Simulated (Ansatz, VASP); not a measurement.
## One calculation of Al, two programs

```
Al
1.0
     2.89320    0.00000    0.00000
    -1.44660    2.50558    0.00000
     0.00000    0.00000    9.24105
Al
4
Cartesian
  0.0000 0.0000 0.0000
  0.0000 1.6704 2.3103
  0.0000 0.0000 4.6205
  1.4466 0.8352 6.9308
```

Alike in both runs: task single point; functional PBE; dispersion D3(BJ); k mesh 18 × 18 × 4; occupations gaussian, width 0.15 eV; no spin polarisation.

|  | VASP | Ansatz |
| --- | --- | --- |
| version | VASP 6.6.1 | Ansatz 0.2.0 |
| potentials or method | VASP PAW PBE potentials, release 64 (Al), cutoff 520 eV | scalar-relativistic, plane waves, PAW |
| valence electrons in the cell | 12 | 12 |

|  | VASP | Ansatz | Ansatz less VASP |
| --- | --- | --- | --- |
| gap on the k mesh at the Fermi level (eV) | none | none | - |
| pressure (GPa) | -4.2 | -4.2 | +0.01 |
| traceless stress, the component that is largest in VASP (GPa) | 1.40 | 1.40 | -0.002 |

A gap of «none» marks a metal or a gap that the smearing closes.
